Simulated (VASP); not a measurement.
Runs of VASP 6.6.1 on BiTe. The structure is that of space group Pm-3m (No. 221), or close to it. The cells are those of the table. 

| cell | smearing | gap on the mesh (eV) | pressure (GPa) |
| --- | --- | --- | --- |
| a = 3.913 Å, 2 atoms | methfessel-paxton 0.01 eV | none | 0.1 |
| a = 4.040 Å, 2 atoms | gaussian 0.05 eV | none | -4.1 |
| a = 3.856 Å, 2 atoms | gaussian 0.05 eV | none | 2.7 |
| a = 3.913 Å, 2 atoms | gaussian 0.05 eV | none | (a) |
| a = 3.965 Å, 2 atoms | gaussian 0.05 eV | none | (b) |

Alike in all rows: task single point; level PBE; potentials or basis VASP PAW PBE potentials, release 64 (Bi_d, Te); no spin polarisation; k mesh 10 × 10 × 10; cutoff (eV) 520.

Q: Fill in the values left out.

A: (a) 0.2; (b) -1.9.

Caveats: spin-orbit coupling is left out, which moves the levels of the heavy elements.

A k mesh can miss the band edges, and the runs leave out spin-orbit coupling on Bi, Te.

A gap of «none» marks levels without a gap at the run's occupations.
